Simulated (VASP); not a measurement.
The system is HfO2.

```
Hf O
1.0
     0.00000    2.22659    3.33988
     2.22659    0.00000    3.33988
     2.22659    2.22659    0.00000
Hf O
1 2
Cartesian
  0.0000 0.0000 0.0000
  1.1133 1.1133 1.6699
  3.3399 3.3399 5.0098
```

Base run:

| Quantity | Value |
| --- | --- |
| Program | VASP 6.6.1 |
| Functional | LDA |
| Potentials or basis | VASP PAW LDA potentials, release 64 (Hf_pv, O) |
| Cutoff | 520 eV |
| k mesh | 8 × 8 × 8 |
| Occupations | gaussian, width 0.05 eV |
| Spin | no spin polarisation |

Its results: band gap on the k mesh zero (band 11 reaches 5.86 eV, above the bottom of band 12 at 4.54 eV); pressure -14.0 GPa.

The run is repeated on the same cell with these changes: functional from LDA to PBE; potentials or basis from VASP PAW LDA potentials, release 64 (Hf_pv, O) to VASP PAW PBE potentials, release 64 (Hf_pv, O). What comes out?

Band gap on the k mesh zero (band 11 reaches 6.10 eV, above the bottom of band 12 at 4.79 eV); pressure -0.5 GPa.

Caveats: spin-orbit coupling is left out, which moves the levels of the heavy elements.
